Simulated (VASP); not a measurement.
# GaP (GaP (F-43m)) (F-43m) in VASP: single point with PBE0

Aim: the single point of GaP (GaP (F-43m)) with PBE0.

Program: VASP 6.6.1. These are calculated values, not measurements. Logs are shortened: lines on timing, memory, paths and dates and some standing lists are left out, and cuts for length are marked.

## (1) The cell of the first run

It takes space group F-43m (No. 216, cubic). The conventional cell has a = 5.452 Å, b = 5.452 Å, c = 5.452 Å, α = 90.00°, β = 90.00°, γ = 90.00°. Within 3.1 Å of Ga (site symmetry -43m) lie 4 P at 2.36 Å. Within 3.1 Å of P (site symmetry -43m) lie 4 Ga at 2.36 Å.

## (2) Single point, PBE0

The input, POSCAR:

```
GaP
1.0
    0.0000000000      2.7258125000      2.7258125000
    2.7258125000      0.0000000000      2.7258125000
    2.7258125000      2.7258125000      0.0000000000
Ga P
1 1
Direct
    0.0000000000      0.0000000000      0.0000000000
    0.7500000000      0.7500000000      0.7500000000
```

The input, INCAR.step1:

```
  PREC = Accurate
  ENCUT = 400
  EDIFF = 1E-5
  ISMEAR = -1
  SIGMA = 0.01
  LREAL = F
  LASPH = T
  NELM = 120
  ALGO = Normal
  ISIF = 2
  LWAVE = T
  LCHARG = F
  NBANDS = 16
  GGA = PE
  GGA_COMPAT = F
```

The input, INCAR.step2:

```
  PREC = Accurate
  ENCUT = 400
  EDIFF = 1E-6
  ISMEAR = -1
  SIGMA = 0.01
  LREAL = F
  LASPH = T
  NELM = 120
  ALGO = Normal
  ISIF = 2
  LWAVE = F
  LCHARG = F
  GGA = PE
  LHFCALC = T
  AEXX = 0.25
  PRECFOCK = Normal
  NBANDS = 16
  ISTART = 1
  GGA_COMPAT = F
```

The input, KPOINTS:

```
Automatic mesh
0
Gamma
  6 6 6
```

Potentials or basis: VASP PAW PBE potentials, release 64 (Ga_d, P).

Launch:

```console
cat potpaw_PBE.64/Ga_d/POTCAR potpaw_PBE.64/P/POTCAR > POTCAR
cp INCAR.step1 INCAR
mpirun -np 1 vasp_std > vasp.out
cp INCAR.step2 INCAR
mpirun -np 1 vasp_std > vasp.out
```

OUTCAR:

```text
PREC = Accurate
   ENCUT = 400
   EDIFF = 1E-6
   ISMEAR = -1
   LREAL = F
   LASPH = T
   NELM = 120
   ISIF = 2
   GGA = PE
   LHFCALC = T
   AEXX = 0.25
   PRECFOCK = Normal
   ISTART = 1

 ion  position               nearest neighbor table
   1  0.000  0.000  0.000-   2 2.36   2 2.36   2 2.36   2 2.36
   2  0.750  0.750  0.750-   1 2.36   1 2.36   1 2.36   1 2.36

  LATTYP: Found a face centered cubic cell.
 ALAT       =     5.4516250000

  Lattice vectors:

 A1 = (   0.0000000000,   2.7258125000,   2.7258125000)
 A2 = (   2.7258125000,   0.0000000000,   2.7258125000)
 A3 = (   2.7258125000,   2.7258125000,   0.0000000000)

Analysis of symmetry for initial positions (statically):
=====================================================================
 Subroutine PRICEL returns:
 Original cell was already a primitive cell.

 Routine SETGRP: Setting up the symmetry group for a
 face centered cubic supercell.

 Subroutine GETGRP returns: Found 24 space group operations
 (whereof 24 operations were pure point group operations)
 out of a pool of 48 trial point group operations.

The static configuration has the point symmetry T_d .

Analysis of symmetry for dynamics (positions and initial velocities):
=====================================================================
 Subroutine PRICEL returns:
 Original cell was already a primitive cell.

 Routine SETGRP: Setting up the symmetry group for a
 face centered cubic supercell.

 Subroutine GETGRP returns: Found 24 space group operations
 (whereof 24 operations were pure point group operations)
 out of a pool of 48 trial point group operations.

The dynamic configuration has the point symmetry T_d .

 Subroutine INISYM returns: Found 24 space group operations
 (whereof 24 operations are pure point group operations),
 and found     1 'primitive' translations

----------------------------------------------------------------------------------------

                                     Primitive cell

  volume of cell :      40.5059

  direct lattice vectors                    reciprocal lattice vectors
     0.000000000  2.725812500  2.725812500    -0.183431546  0.183431546  0.183431546
[... 80 lines left out ...]
   NSW    =      0    number of steps for IOM
   IBRION =     -1    ionic relax: 0-MD 1-quasi-New 2-CG
   NFREE  =      0    steps in history (QN), initial steepest desc. (CG)
   ISIF   =      2    stress and relaxation
   ISYM   =      3    0-nonsym 1-usesym 2-fastsym
   POTIM  = 0.5000    time-step for ionic-motion
   TEBEG  =    0.0;   TEEND  =   0.0 temperature during run
   PSTRESS=    0.0 pullay stress
   NELECT =      18.0000    total number of electrons
   NUPDOWN=      -1.0000    fix difference up-down
   EMIN   =  10.00;   EMAX   =-10.00  energy-range for DOS
   EFERMI =   0.00;   METHOD = LEGACY
   ISMEAR =    -1;   SIGMA  =   0.01  broadening in eV -4-tet -1-fermi 0-gaus
   EFERMI_NEDOS =   21; number of points for ismear=-14 and -15
   IALGO  =     38    algorithm
   IMIX   =      1    mixing-type and parameters
     AMIX     =   0.40;   BMIX     =  1.00
     AMIX_MAG =   1.60;   BMIX_MAG =  1.00
  volume/ion in A,a.u.               =      20.25       136.67
  Fermi-wavevector in a.u.,A,eV,Ry     =   1.249280  2.360796 21.234610  1.560700
  Thomas-Fermi vector in A             =   2.383328
   LORBIT       =      0    0 simple, 1 ext, 2 COOP (PROOUT), +10 PAW based schemes
   GGA     = PE    functional components
   LHFCALC =     T    Hartree Fock is set to
   PRECFOCK=normal    Normal, Fast or Accurate (Low or Medium for compatibility)
   ENCUT4O =  -1.0   cutoff for four orbital integrals eV
   NKREDX  =     1    reduce k-point grid by
   NKREDY  =     1    reduce k-point grid by
   NKREDZ  =     1    reduce k-point grid by
   AEXX    =    0.2500 exact exchange contribution
   HFSCREEN=    0.0000 screening length (either q_TF or 0.3 A-1)
   HFSCREENC=   0.0000 screening length for correlation (either q_TF or 0.3 A-1)
   ENCUTFOCK=  -1.0 apply spherical cutoff to Coloumb kernel
   IVDW    =     0    specifies the selected vdW correction
   LEPSILON=     F    determine dielectric tensor
   LRPA    =     F    only Hartree local field effects (RPA)
 non-spin polarized calculation
  energy-cutoff  :      400.00
  volume of cell :       40.51
 maximum number of plane-waves:       754
 NGX is ok and might be reduce to    28
  NGX = 20; NGY = 20; NGZ = 20

 number of electron      18.0000016 magnetization

 Free energy of the ion-electron system (eV)
  ---------------------------------------------------
  ext. energy  EPLUGINS =         0.00000000
  ---------------------------------------------------
  free energy    TOTEN  =       -11.68142681 eV

  energy without entropy =      -11.68142681  energy(sigma->0) =      -11.68142681

 E-fermi :   4.1648     XC(G=0):  -7.7682

 val. band max:        3.8576473867   @ k =   0.0000   0.0000   0.0000
 cond. band min:       6.8367811459   @ k =   0.5000   0.5000   0.0000
 fundamental gap:      2.9791337591
 Fermi energy:         4.1648319906

 k-point     1 :       0.0000    0.0000    0.0000
  band No.  band energies     occupation
      1     -13.2547      2.00000
      2     -13.2547      2.00000
      3     -13.2547      2.00000
      4     -13.1534      2.00000
      5     -13.1534      2.00000
      6     -10.0069      2.00000
[... 281 lines left out ...]
      3     -13.1982      2.00000
      4     -13.1733      2.00000
      5     -13.1424      2.00000
      6      -6.7263      2.00000
[... 8 lines left out ...]
     15      17.8987      0.00000
     16      19.6588      0.00000

------------------------ aborting loop because EDIFF is reached ----------------------------------------

  FORCE on cell =-STRESS in cart. coord.  units (eV):
  Direction    XX          YY          ZZ          XY          YZ          ZX
  --------------------------------------------------------------------------------------
  -------------------------------------------------------------------------------------
  Total        0.0074060      0.0074060      0.0074060      0.0000000      0.0000000      0.0000000
  in kB        0.2929369      0.2929369      0.2929369      0.0000000      0.0000000      0.0000000
  external PRESSURE =       0.2929369 kB  Pullay stress =       0.0000000 kB

 VOLUME and BASIS-vectors are now :
 -----------------------------------------------------------------------------
  energy-cutoff  :      400.00
  volume of cell :       40.51
      direct lattice vectors                 reciprocal lattice vectors
     0.000000000  2.725812500  2.725812500    -0.183431546  0.183431546  0.183431546
     2.725812500  0.000000000  2.725812500     0.183431546 -0.183431546  0.183431546
     2.725812500  2.725812500  0.000000000     0.183431546  0.183431546 -0.183431546

 POSITION                                       TOTAL-FORCE (eV/Angst)
 -----------------------------------------------------------------------------------
      0.00000      0.00000      0.00000        -0.000000     -0.000000     -0.000000
      4.08872      4.08872      4.08872         0.000000      0.000000      0.000000
 -----------------------------------------------------------------------------------
    total drift:                               -0.000044     -0.000038     -0.000027

  FREE ENERGIE OF THE ION-ELECTRON SYSTEM (eV)
  ---------------------------------------------------
  free  energy   TOTEN  =       -11.6814268069 eV

  energy  without entropy=      -11.6814268069  energy(sigma->0) =      -11.68142681
```

OUTCAR.step1:

```text
PREC = Accurate
   ENCUT = 400
   EDIFF = 1E-5
   ISMEAR = -1
   LREAL = F
[... 515 lines left out ...]
      0.00000      0.00000      0.00000        -0.000000     -0.000000     -0.000000
      4.08872      4.08872      4.08872         0.000000      0.000000      0.000000
 -----------------------------------------------------------------------------------
    total drift:                               -0.000001     -0.000001     -0.000001

  FREE ENERGIE OF THE ION-ELECTRON SYSTEM (eV)
  ---------------------------------------------------
  free  energy   TOTEN  =        -9.1016178144 eV

  energy  without entropy=       -9.1016178144  energy(sigma->0) =       -9.10161781
```

OSZICAR.step1:

```text
N       E                     dE             d eps       ncg     rms          rms(c)
DAV:   1     0.771495485700E+02    0.77150E+02   -0.79003E+03   512   0.142E+03
DAV:   2    -0.347082355024E+01   -0.80620E+02   -0.77252E+02   592   0.282E+02
DAV:   3    -0.927792772167E+01   -0.58071E+01   -0.57918E+01   600   0.623E+01
DAV:   4    -0.937268019362E+01   -0.94752E-01   -0.94735E-01   648   0.878E+00
DAV:   5    -0.937443174582E+01   -0.17516E-02   -0.17514E-02   640   0.106E+00    0.425E+00
DAV:   6    -0.912814260762E+01    0.24629E+00   -0.38042E-01   776   0.104E+01    0.282E+00
DAV:   7    -0.910067106609E+01    0.27472E-01   -0.96217E-02   664   0.206E+00    0.112E+00
DAV:   8    -0.910106052442E+01   -0.38946E-03   -0.13727E-02   624   0.140E+00    0.199E-01
DAV:   9    -0.910147208061E+01   -0.41156E-03   -0.13377E-03   632   0.501E-01    0.808E-02
DAV:  10    -0.910154586200E+01   -0.73781E-04   -0.11460E-04   768   0.117E-01    0.399E-02
DAV:  11    -0.910161822135E+01   -0.72359E-04   -0.98309E-05   552   0.820E-02    0.515E-03
DAV:  12    -0.910161781443E+01    0.40692E-06   -0.25926E-06   488   0.213E-02
   1 F= -.91016178E+01 E0= -.91016178E+01  d E =-.949505E-11
```

It took 25 min on 1 thread of AMD EPYC 7R13 (Zen 3), shared host; peak memory 0.13 GiB.

What came out:

| Quantity | Value |
| --- | --- |
| Free energy | -11.6814 eV |
| Pressure | 0.0 GPa |
| Band gap on the k mesh | 2.98 eV, indirect (least direct gap 3.46 eV) |

Caveat: the PAW data sets were made with another functional, which shifts forces and pressure a little. A k mesh can miss the band edges.
